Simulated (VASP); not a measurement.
A run of VASP 6.6.1 is set up as follows.

The input POSCAR:

```
CaIrN2
1.0
    1.6488500006      0.9519639917      5.0094002244
   -1.6488500006      0.9519639917      5.0094002244
    0.0000000000     -1.9039279834      5.0094002244
Ir Ca N
1 1 2
Direct
    0.5000000000      0.5000000000      0.5000000000
    0.0000000000      0.0000000000      0.0000000000
    0.2308810000      0.2308810000      0.2308810000
    0.7691190000      0.7691190000      0.7691190000
```

INCAR.step1

```
ALGO     = Normal         # electronic algorithm
EDIFF    = 1E-5           # SCF threshold, eV
ENCUT    = 770            # plane-wave cutoff, eV
GGA      = PE             # functional
GGA_COMPAT= F            
ISMEAR   = -1             # smearing method
LASPH    = T              # aspherical terms in the spheres
LCHARG   = F              # write CHGCAR
LREAL    = F              # projectors in reciprocal space
LWAVE    = T              # write WAVECAR
NBANDS   = 26             # bands
NELM     = 120            # most SCF steps
PREC     = Accurate       # precision mode
SIGMA    = 0.05           # smearing width, eV
```

Contents of INCAR.step2:

```
ALGO     = Normal         # electronic algorithm
EDIFF    = 1E-6           # SCF threshold, eV
ENCUT    = 770            # plane-wave cutoff, eV
GGA_COMPAT= F            
ISIF     = 2              # what is computed and relaxed
ISMEAR   = -1             # smearing method
ISTART   = 1            
LASPH    = T              # aspherical terms in the spheres
LCHARG   = T              # write CHGCAR
LELF     = T              # ELF
LMIXTAU  = T            
LREAL    = F              # projectors in reciprocal space
LVHAR    = T            
LWAVE    = F              # write WAVECAR
METAGGA  = R2SCAN         # meta-GGA
NBANDS   = 26             # bands
NELM     = 120            # most SCF steps
PREC     = Accurate       # precision mode
SIGMA    = 0.05           # smearing width, eV
```

The input KPOINTS:

```
k-points
0
Gamma
  5 5 5
```

Potentials or basis: VASP PAW PBE potentials, release 64 (Ir_sv_GW, Ca_sv, N).

Command:

```console
$ cat potpaw_PBE.64/Ir_sv_GW/POTCAR potpaw_PBE.64/Ca_sv/POTCAR potpaw_PBE.64/N/POTCAR > POTCAR
$ cp INCAR.step1 INCAR
$ mpirun -np 1 vasp_std > vasp.out
$ cp INCAR.step2 INCAR
$ mpirun -np 1 vasp_std > vasp.out
```

Task: Predict the largest force.

Result: 0.138 eV/Å.

Task: What does it give for the pressure?

Result: -4.7 GPa.

Task: Predict the band gap on the k mesh.

Result: Zero (an odd number of electrons rules out a gap without spin polarisation).

Forces in eV/Å, atoms in the order of the input:
```
Ir   0.000  0.000  0.000
Ca   0.000  0.000  0.000
N    0.000  0.000 -0.138
N    0.000  0.000  0.138
```

Caveat: the k points lie up to 0.45 Å⁻¹ apart, too coarse for converged energies and pressures of a metal; the PAW data sets were made with another functional, which shifts forces and pressure a little; spin-orbit coupling is left out, which moves the levels of the heavy elements; an odd number of electrons without spin polarisation forces a metal; a magnetic or distorted state may lie lower.
